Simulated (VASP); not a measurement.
A run of VASP 6.6.1:

INCAR

```
SYSTEM = H
ALGO     = Normal         ! electronic algorithm
EDIFF    = 1E-7           ! SCF threshold, eV
ENCUT    = 520            ! plane-wave cutoff, eV
GGA      = CA             ! functional
ISIF     = 2              ! what is computed and relaxed
ISMEAR   = 0              ! smearing method
LASPH    = .True.         ! aspherical terms in the spheres
LCHARG   = .False.        ! write CHGCAR
LREAL    = .False.        ! projectors in reciprocal space
LWAVE    = .False.        ! write WAVECAR
NBANDS   = 10             ! bands
NELM     = 80             ! most SCF steps
PREC     = Accurate       ! precision mode
SIGMA    = 0.05           ! smearing width, eV
```

File KPOINTS:

```
k-points
0
Gamma
  8 8 4
  0 0 0
```

File POSCAR:

```
H
1.0
    1.7309584530     -2.8682726415      0.0000000000
    1.7309584530      2.8682726415      0.0000000000
    0.0000000000      0.0000000000      5.9980801890
H
4
Direct
    0.5678085000      0.4321915000      0.9995149500
    0.4321915000      0.5678085000      0.0004850500
    0.4321915000      0.5678085000      0.4995149500
    0.5678085000      0.4321915000      0.5004850500
```

Potentials or basis: VASP PAW LDA potentials, release 64 (H).

Command:

```bash
$ cat potpaw_LDA.64/H/POTCAR > POTCAR
$ mpirun -np 1 vasp_std > vasp.out
```

Hardware: 1 thread of Intel(R) Xeon(R) Platinum 8375C CPU @ 2.90GHz (Ice Lake), on a shared host.

Task: Estimate the wall time of this run.

Result: Run time: 28 s on 1 thread of Intel(R) Xeon(R) Platinum 8375C CPU @ 2.90GHz (Ice Lake), on a shared host, peak memory 0.16 GiB. Counts: scf iterations 12, k points 63.
